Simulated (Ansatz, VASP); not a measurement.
## SiNi3: VASP beside Ansatz

INCAR

```
  ALGO = Fast
  EDIFF = 1E-6
  ENCUT = 520
  GGA = PS
  ISIF = 2
  ISMEAR = 0
  LASPH = True
  LCHARG = False
  LREAL = False
  LWAVE = False
  NBANDS = 25
  NELM = 60
  PREC = Accurate
  SIGMA = 0.15
```

File KPOINTS:

```
k-points
0
Gamma
  14 14 14
```

The input POSCAR:

```
SiNi3
1.0
    3.4612457600      0.0000000000      0.0000000000
    0.0000000000      3.4612457600      0.0000000000
    0.0000000000      0.0000000000      3.5477769040
Si Ni
1 3
Direct
    0.0000000000      0.0000000000      0.0000000000
    0.0000000000      0.5000000000      0.5000000000
    0.5000000000      0.0000000000      0.5000000000
    0.5000000000      0.5000000000      0.0000000000
```

Input for Ansatz:

```yaml
crystal:
  lattice:
    - [3.46124576, 0.0, 0.0]
    - [0.0, 3.46124576, 0.0]
    - [0.0, 0.0, 3.547776904]
  atoms:
    - { symbol: Si, position: [0.0, 0.0, 0.0] }
    - { symbol: Ni, position: [0.0, 0.5, 0.5] }
    - { symbol: Ni, position: [0.5, 0.0, 0.5] }
    - { symbol: Ni, position: [0.5, 0.5, 0.0] }
basis:
  ecutwfc: 420
kpoints:
  mp_grid: { grid: [14, 14, 14] }
hamiltonian:
  xc: pbesol
scf:
  occupations: { method: gaussian, width: 0.15 }
output:
  forces: true
  stress: true
  eigenvalues: true
```

Change from the starting cell: strain +0.000 along x and y, +0.025 along z, atoms carried along.

Alike in both runs: task single point; functional PBEsol; k mesh 14 × 14 × 14; occupations gaussian, width 0.15 eV; no spin polarisation.

|  | VASP | Ansatz |
| --- | --- | --- |
| version | VASP 6.6.1 | Ansatz 0.2.0 |
| potentials or method | VASP PAW PBE potentials, release 64 (Si, Ni), cutoff 520 eV | scalar-relativistic, plane waves, PAW |
| valence electrons in the cell | 34 | 58 |

|  | VASP | Ansatz | Ansatz less VASP |
| --- | --- | --- | --- |
| gap on the k mesh at the Fermi level (eV) | none | none | - |
| pressure (GPa) | -5.6 | -5.6 | +0.08 |
| traceless stress, the component that is largest in VASP (GPa) | -2.81 | -2.86 | -0.051 |

VASP's potentials were made for PBE, not for PBEsol. A gap of «none» marks a metal or a gap that the smearing closes. VASP's potentials hold 34 valence electrons a cell and Ansatz's 58, so a difference there can come from the potentials and not from the codes.
